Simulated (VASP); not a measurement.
Here is a VASP 6.6.1 calculation.

File INCAR:

```
SYSTEM = Sn3PbSe4
PREC = Accurate
ENCUT = 520
EDIFF = 1E-7
ISMEAR = -1
SIGMA = 0.02
LREAL = .False.
LASPH = .True.
NELM = 100
ALGO = Normal
ISIF = 2
LWAVE = .False.
LCHARG = .False.
GGA = PE
NBANDS = 50
```

File KPOINTS:

```
Automatic mesh
0
Gamma
  6 6 6
  0 0 0
```

Contents of POSCAR:

```
Sn3PbSe4
1.0
   -2.9890327614      2.9890327614      5.9750459365
    2.9890327614     -2.9890327614      5.9750459365
    2.9890327614      2.9890327614     -5.9750459365
Sn Se Pb
3 4 1
Direct
    0.7500000000      0.2500000000      0.5000000000
    0.0000000000      0.0000000000      0.0000000000
    0.2500000000      0.7500000000      0.5000000000
    0.5000000000      0.0000000000      0.5000000000
    0.7536956904      0.7536956904      0.0000000000
    0.0000000000      0.5000000000      0.5000000000
    0.2463043096      0.2463043096      0.0000000000
    0.5000000000      0.5000000000      0.0000000000
```

Potentials or basis: VASP PAW PBE potentials, release 64 (Sn_d, Se, Pb_d).

Run with:

```console
$ cat potpaw_PBE.64/Sn_d/POTCAR potpaw_PBE.64/Se/POTCAR potpaw_PBE.64/Pb_d/POTCAR > POTCAR
$ mpirun -np 1 vasp_std > vasp.out
```

(1) Estimate the band gap on the k mesh.

(2) What does it give for the largest force?

(3) What does it give for the pressure?

Results:

(1) 0.36 eV (least direct gap 0.38 eV).

(2) 0.005 eV/Å.

(3) 3.4 GPa.

Caveat: the cell stands under pressure; spin-orbit coupling is left out, which moves the levels of the heavy elements.
